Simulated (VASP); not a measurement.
# Si (a cell with a defect) in VASP: a series of runs, part 2 of 2

VASP 6.6.1. The steps go on from the part before.

## Step 3: Single point, PBE, collinear spin

INCAR

```
SYSTEM = Si
  ALGO = Normal
  EDIFF = 1E-7
  ENCUT = 520
  GGA = PE
  ISIF = 2
  ISMEAR = 0
  ISPIN = 2
  LASPH = .TRUE.
  LCHARG = .FALSE.
  LORBIT = 11
  LREAL = Auto
  LWAVE = .FALSE.
  MAGMOM = 0 0 0 0 0 0 0 0 0 0 0.16 0 0 0 0 0 0 0 0 0 0 0 0 0 0 0 0 0 0.16 0 0 0 0 0 0 0 0 0 0 0 0 0 0 0 0 0 0 0 0 0 0 0 0 0 0 0 0 0 0.16 0.16 0 0 0
  NBANDS = 167
  NELECT = 253.0
  NELM = 150
  PREC = Accurate
  SIGMA = 0.02
```

KPOINTS

```
k-points
0
G
  1 1 1
  0 0 0
```

POSCAR

```
Si
1.0
   10.8600000000      0.0000000000      0.0000000000
    0.0000000000     10.8600000000      0.0000000000
    0.0000000000      0.0000000000     10.8600000000
Si
63
Direct
    0.5006265193     -0.0006446593     -0.0006608656
    0.6250004604      0.1252031308      0.1248610497
    0.7498360037      0.2505071823     -0.0005874770
    0.8759802947      0.3757314917      0.1240598527
    0.7497973297     -0.0006118785      0.2504732965
    0.8750979742      0.1246803867      0.3751569061
    0.0007671271     -0.0005068140     -0.0004345304
    0.1261934622      0.1255518416      0.1240985267
    0.2513365562      0.2517761510     -0.0010863720
    0.3775421731      0.3787087477      0.1211454880
    0.4967206262      0.5079485267     -0.0080119705
    0.6238091160      0.6250848066      0.1229928177
    0.7497511050      0.7502392265     -0.0006580110
    0.8756094843      0.8744863720      0.1249689687
    0.2507416206     -0.0006083794      0.2494215470
    0.3760974217      0.1229442910      0.3768563536
    0.4992338858      0.2501839779      0.2495785451
    0.6248996317      0.3749290976      0.3746459484
    0.7498839779      0.5002923573      0.2493969613
    0.8734744015      0.6256681400      0.3768039595
    0.4983878453     -0.0050705341      0.5049808471
    0.6245278085      0.1232397790      0.6257445672
    0.7497842541      0.2493785451      0.5004289134
    0.8755935543      0.3748732044      0.6253488950
    0.7453400552     -0.0050811234      0.7518116943
    0.8733748619      0.1230009208      0.8741243094
    0.0021825967      0.5009313996     -0.0011025783
    0.1292824125      0.6271272560      0.1209834254
    0.2583362799      0.7464747698     -0.0082215470
    0.3754963168      0.8733485267      0.1229564457
    0.0002992634      0.2498702578      0.2499427256
    0.1261169429      0.3758097606      0.3742525783
    0.2513686004      0.5009422652      0.2480752302
    0.3753666667      0.6249686004      0.3750315838
    0.5002259669      0.7498148250      0.2497040516
    0.6244588398      0.8741488950      0.3766039595
   -0.0002225599     -0.0006218232      0.5004779926
    0.1254113260      0.1251837937      0.6252634438
    0.2507349908      0.2504677716      0.5002964088
    0.3754876611      0.3768411602      0.6264492634
    0.5006366483      0.5005227440      0.5005171271
    0.6170356354      0.6252304788      0.6332512891
    0.7454120626      0.7480459484      0.5047646409
    0.8736465930      0.8740634438      0.6257334254
    0.2509281768     -0.0006487109      0.7496507366
    0.3753693370      0.1248692449      0.8748993554
    0.5002204420      0.2501479742      0.7500022099
    0.6237020258      0.3769581031      0.8747311234
    0.7497697974      0.5005221915      0.7496058011
    0.8752458564      0.6249668508      0.8749042357
    0.0007707182      0.7487238490      0.2495340700
    0.1253184162      0.8745075506      0.3746778085
    0.0008336096      0.5003234807      0.5004584715
    0.1273191529      0.6250746777      0.6265227440
    0.2509196133      0.7502163904      0.5005332413
    0.3756062615      0.8664470534      0.6334232965
    0.0007035912      0.2501997238      0.7510185083
    0.1291297422      0.3787332413      0.8727173112
    0.2583921731      0.5078920810      0.7535342541
    0.4757891344      0.7252235727      0.7745453039
    0.6169045120      0.8665230203      0.8746545120
    0.0005484346      0.7498128913      0.7500408840
    0.1271860958      0.8734697053      0.8747636280
```

Potentials or basis: VASP PAW PBE potentials, release 64 (Si).

Started as:

```bash
> cat potpaw_PBE.64/Si/POTCAR > POTCAR
> mpirun -np 1 vasp_gam > vasp.out
```

Wall time 25 min (1 thread of AMD EPYC 7R13, shared host); peak memory 1.4 GiB.

It converged, with:

| Property | Result |
| --- | --- |
| Free energy | -325.7224 eV |
| Largest force | 0.403 eV/Å |
| Net moment | 3.00 μB per cell |
| Site moments | Si +0.00, +0.01, +0.02, -0.00, +0.16, +0.13 (each value once) μB |
| Valence electrons inside the program's atomic spheres | Si 1.70, 1.69, 1.65, 1.68, 1.61 (each value once) |

Forces in eV/Å, atoms in the order of the input:
```
Si  -0.007  0.003  0.033
Si   0.019  0.003 -0.002
Si  -0.001  0.014  0.012
Si   0.018 -0.014  0.013
Si   0.015  0.014  0.015
Si  -0.001  0.002  0.000
Si   0.015 -0.001  0.012
Si  -0.013  0.018  0.014
Si  -0.002  0.000  0.003
Si  -0.033 -0.021  0.019
Si   0.006 -0.048  0.048
Si   0.009 -0.029  0.011
Si   0.002 -0.007  0.030
Si   0.004  0.021 -0.004
Si  -0.012  0.000 -0.013
Si  -0.076 -0.003  0.002
Si   0.016 -0.016  0.017
Si   0.021  0.004 -0.003
Si   0.000 -0.010 -0.014
Si  -0.005 -0.077  0.004
Si   0.068  0.064 -0.065
Si  -0.014  0.000  0.014
Si   0.016 -0.016 -0.015
Si   0.004  0.005 -0.021
Si   0.067  0.066 -0.067
Si  -0.004 -0.004  0.076
Si   0.002 -0.001  0.004
Si  -0.021 -0.034  0.020
Si  -0.047  0.003  0.050
Si  -0.029  0.010  0.010
Si   0.012  0.005 -0.008
Si  -0.013 -0.014 -0.018
Si  -0.003 -0.002  0.000
Si  -0.005 -0.003 -0.012
Si  -0.002 -0.006 -0.009
Si  -0.014 -0.014  0.000
Si  -0.016  0.015 -0.015
Si  -0.001  0.004 -0.022
Si  -0.010  0.013  0.003
Si  -0.030 -0.008 -0.009
Si  -0.006 -0.032 -0.001
Si  -0.053  0.023  0.051
Si   0.064  0.067 -0.063
Si  -0.001 -0.012  0.014
Si  -0.032  0.003  0.006
Si  -0.005  0.010  0.003
Si   0.003  0.008  0.005
Si   0.009 -0.011  0.028
Si   0.002 -0.031  0.007
Si   0.008 -0.003  0.003
Si  -0.017  0.021  0.016
Si   0.003  0.020 -0.005
Si   0.015 -0.011  0.001
Si  -0.011 -0.031 -0.009
Si  -0.032 -0.007 -0.003
Si   0.021 -0.049  0.049
Si  -0.017 -0.017 -0.017
Si  -0.017 -0.020  0.033
Si  -0.049 -0.048 -0.007
Si   0.234  0.231 -0.233
Si  -0.050 -0.051 -0.022
Si   0.009 -0.006  0.003
Si  -0.011  0.008  0.029
```

Levels at points of the mesh, in eV from the Fermi level:
Spin up:
| k point | band 125 | band 126 | band 127 | band 128 | band 129 | band 130 | band 131 | band 132 |
| --- | --- | --- | --- | --- | --- | --- | --- | --- |
| (0.00, 0.00, 0.00) | -0.90 | -0.15 | -0.15 | -0.09 | 0.10 | 0.10 | 0.16 | 0.17 |
Spin down:
```tsv
k point	band 122	band 123	band 124	band 125	band 126	band 127	band 128	band 129
(0.00, 0.00, 0.00)	-1.65	-0.82	-0.82	-0.80	0.12	0.12	0.14	0.14
```

Caveat: the k points lie up to 0.58 Å⁻¹ apart; the cell carries a net charge on a neutralising background, which shifts energy and pressure; the cell is charged against a uniform background, so pressure and absolute levels hang on convention.

## Step 4: Single point, PBE, collinear spin

INCAR

```
PREC     = Accurate       # precision mode
ENCUT    = 520            # plane-wave cutoff, eV
EDIFF    = 1E-7           # SCF threshold, eV
ISMEAR   = 0              # smearing method
SIGMA    = 0.02           # smearing width, eV
LREAL    = Auto         
LASPH    = T              # aspherical terms in the spheres
NELM     = 150            # most SCF steps
ALGO     = Normal         # electronic algorithm
ISIF     = 2              # what is computed and relaxed
LWAVE    = F              # write WAVECAR
LCHARG   = T              # write CHGCAR
ISPIN    = 2              # spin polarisation
MAGMOM   = 0 0 0 0 0 0 0 0 0 0 0.16 0 0 0 0 0 0 0 0 0 0 0 0 0 0 0 0 0 0.16 0 0 0 0 0 0 0 0 0 0 0 0 0 0 0 0 0 0 0 0 0 0 0 0 0 0 0 0 0 0.16 0.16 0 0 0 # initial moments
LORBIT   = 11             # projections on sites
GGA      = PE             # functional
LELF     = T              # ELF
LVHAR    = T            
NELECT   = 253.0        
NBANDS   = 167            # bands
```

KPOINTS

```
regular mesh
0
Gamma
  1 1 1
```

POSCAR

```
Si
1.0
   10.8600000000      0.0000000000      0.0000000000
    0.0000000000     10.8600000000      0.0000000000
    0.0000000000      0.0000000000     10.8600000000
Si
63
Direct
    0.4997229282     -0.0021463168     -0.0013904236
    0.6244860958      0.1242800184      0.1246797422
    0.7498619705      0.2495414365     -0.0002632597
    0.8754378453      0.3753356354      0.1246188766
    0.7490314917     -0.0010500921      0.2508084715
    0.8749120626      0.1248244936      0.3751403315
   -0.0003959484     -0.0002189687     -0.0002259669
    0.1254284530      0.1253523020      0.1246318600
    0.2507209024      0.2515024862     -0.0006702578
    0.3768022099      0.3797644567      0.1202092081
    0.4996090239      0.5081921731     -0.0082028545
    0.6242986188      0.6245059853      0.1245907919
    0.7479206262      0.7496435543     -0.0013943831
    0.8743548803      0.8743775322      0.1246998158
    0.2502879374     -0.0002337017      0.2504405157
    0.3760031308      0.1243941989      0.3755629834
    0.4991071823      0.2516813076      0.2482767956
    0.6244645488      0.3752787293      0.3757003683
    0.7498642726      0.5001956722      0.2504342541
    0.8745040516      0.6259095764      0.3755511050
    0.4976760589     -0.0040786372      0.5040627993
    0.6238636280      0.1229571823      0.6261897790
    0.7490283610      0.2491556169      0.5010156538
    0.8743480663      0.3752671271      0.6255883978
    0.7459986188     -0.0040878453      0.7523597606
    0.8744838858      0.1243939227      0.8740400552
    0.0015853591      0.5006421731     -0.0006729282
    0.1298825967      0.6267231123      0.1201721915
    0.2582714549      0.7495683241     -0.0082414365
    0.3745918969      0.8742128913      0.1245825046
    0.0001162983      0.2500336096      0.2499310313
    0.1254117864      0.3753553407      0.3746080110
    0.2507283610      0.5006458564      0.2484688766
    0.3749907919      0.6249151013      0.3753917127
    0.4998489871      0.7497686924      0.2500782689
    0.6238526703      0.8737946593      0.3770103131
   -0.0007565378     -0.0010548803      0.5010222836
    0.1253767035      0.1242719153      0.6255666667
    0.2502870166      0.2495390424      0.5001654696
    0.3745850829      0.3753779926      0.6257457643
    0.4997232044      0.5013691529      0.5021291897
    0.6167406998      0.6284702578      0.6333176796
    0.7460224678      0.7476115101      0.5040096685
    0.8730395948      0.8737743094      0.6261815838
    0.2514530387     -0.0021509208      0.7503275322
    0.3749925414      0.1245931860      0.8750614180
    0.4998469613      0.2498979742      0.7501962247
    0.6242805709      0.3754001842      0.8754605893
    0.7479276243      0.5013685083      0.7503297422
    0.8746657459      0.6249128913      0.8750659300
    0.0017963168      0.7490038674      0.2482638122
    0.1253607735      0.8743786372      0.3757026703
   -0.0003895948      0.5002049724      0.5002081031
    0.1254720994      0.6245091160      0.6257653775
    0.2514528545      0.7496428177      0.5021385820
    0.3785632597      0.8666079190      0.6333717311
    0.0017796501      0.2516778085      0.7509428177
    0.1298448435      0.3797651013      0.8732490792
    0.2582695212      0.5081732044      0.7504313076
    0.3995101289      0.6494347145      0.8505277164
    0.6166972376      0.8666291897      0.8715093002
   -0.0000290055      0.7497679558      0.7502042357
    0.1254544199      0.8742335175      0.8754541436
```

Started as:

```bash
> cat potpaw_PBE.64/Si/POTCAR > POTCAR
> mpirun -np 1 vasp_gam > vasp.out
```

Wall time 21 min (1 thread of AMD EPYC 7R13, shared host); peak memory 1.5 GiB.

Results (log left out):

```yaml
Free_energy: -325.7209 eV
Largest_force: 0.401 eV/Å
Net_moment: 3.00 μB per cell
Site_moments: Si +0.02, +0.01, +0.00, -0.00, +0.16, +0.13 (each value once) μB
Valence_electrons_inside_the_program's_atomic_spheres: Si 1.69, 1.70, 1.68, 1.65, 1.61 (each value once)
```

Forces on the atoms (eV/Å):
```
Si   0.032  0.009  0.008
Si   0.012 -0.010 -0.001
Si  -0.003 -0.008  0.020
Si   0.014 -0.015  0.016
Si   0.017  0.017  0.016
Si  -0.006 -0.005  0.005
Si  -0.008 -0.004  0.019
Si  -0.016  0.015  0.016
Si   0.011 -0.003 -0.011
Si  -0.072 -0.067  0.067
Si  -0.025  0.053 -0.053
Si   0.033  0.008  0.001
Si   0.009  0.032  0.008
Si  -0.011  0.012 -0.001
Si  -0.020 -0.003  0.007
Si  -0.016  0.017 -0.018
Si   0.077  0.004 -0.003
Si   0.013  0.001  0.010
Si  -0.003 -0.019  0.009
Si   0.017 -0.016 -0.017
Si   0.029  0.016 -0.017
Si   0.001 -0.001 -0.002
Si   0.017 -0.016 -0.017
Si  -0.011  0.001 -0.012
Si   0.016  0.016 -0.028
Si   0.018  0.017  0.016
Si  -0.003  0.011 -0.010
Si  -0.068 -0.071  0.068
Si   0.053 -0.025 -0.052
Si   0.007  0.034  0.001
Si   0.007  0.003 -0.005
Si  -0.016 -0.016 -0.014
Si   0.011  0.011  0.003
Si   0.005  0.005  0.002
Si   0.000 -0.002  0.012
Si   0.001  0.001  0.002
Si  -0.016  0.017 -0.017
Si   0.001 -0.011 -0.012
Si  -0.019 -0.008  0.003
Si   0.007 -0.001 -0.033
Si   0.032 -0.008 -0.009
Si   0.050 -0.009 -0.050
Si   0.016  0.028 -0.015
Si  -0.002  0.001 -0.001
Si  -0.008  0.009 -0.032
Si   0.004 -0.002 -0.005
Si  -0.001 -0.012  0.002
Si   0.033 -0.001 -0.008
Si   0.009 -0.008 -0.032
Si  -0.002  0.005 -0.005
Si   0.003  0.077 -0.003
Si   0.001  0.012  0.011
Si  -0.008 -0.019  0.003
Si  -0.002  0.007 -0.034
Si  -0.008  0.032 -0.009
Si  -0.010  0.050 -0.050
Si   0.003  0.004 -0.077
Si  -0.067 -0.067  0.071
Si   0.052  0.052  0.024
Si  -0.231 -0.232  0.232
Si   0.049  0.049  0.009
Si  -0.010 -0.002  0.000
Si  -0.002  0.034 -0.007
```

Levels at points of the mesh, in eV from the Fermi level:
Spin up:
```csv
k point,band 124,band 125,band 126,band 127,band 128,band 129,band 130,band 131,band 132,band 133
"(0.00, 0.00, 0.00)",-0.96,-0.91,-0.16,-0.16,-0.10,0.09,0.09,0.15,0.16,0.16
```
Spin down:
| k point | band 122 | band 123 | band 124 | band 125 | band 126 | band 127 | band 128 | band 129 |
| --- | --- | --- | --- | --- | --- | --- | --- | --- |
| (0.00, 0.00, 0.00) | -1.66 | -0.83 | -0.83 | -0.81 | 0.11 | 0.11 | 0.13 | 0.13 |

Caveat: the k points lie up to 0.58 Å⁻¹ apart; the cell carries a net charge on a neutralising background, which shifts energy and pressure; the cell is charged against a uniform background, so pressure and absolute levels hang on convention.
